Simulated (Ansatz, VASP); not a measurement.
Two plane-wave programs on CuW

```
Cu W
1.0
     3.03665    0.00000    0.00000
     0.00000    3.03665    0.00000
     0.00000    0.00000    3.03665
Cu W
1 1
Direct
  0.50000 0.50000 0.50000
  0.00000 0.00000 0.00000
```

Change from the starting cell: species swapped into the SiRu type (Pm-3m, No. 221).

Alike in both runs: functional PBE; k mesh 6 × 6 × 6; occupations gaussian, width 0.1 eV; no spin polarisation.

Ansatz relaxed the structure, and its values are those at the end. VASP's run is a single point on that final structure, the one shown.

|  | VASP | Ansatz |
| --- | --- | --- |
| version | VASP 6.6.1 | Ansatz 0.2.0 |
| potentials or method | VASP PAW PBE potentials, release 64 (Cu, W_sv), cutoff 520 eV | scalar-relativistic, plane waves, PAW |
| valence electrons in the cell | 25 | 33 |

```csv
,VASP,Ansatz,Ansatz less VASP
gap on the k mesh at the Fermi level (eV),none,none,-
pressure (GPa),0.4,0.0,-0.42
```

A gap of «none» marks a metal or a gap that the smearing closes. The functional is the same, so the differences come from potentials, cutoffs and numerics. VASP's potentials hold 25 valence electrons a cell and Ansatz's 33, so a difference there can come from the potentials and not from the codes.

Neither program's run includes spin-orbit coupling.
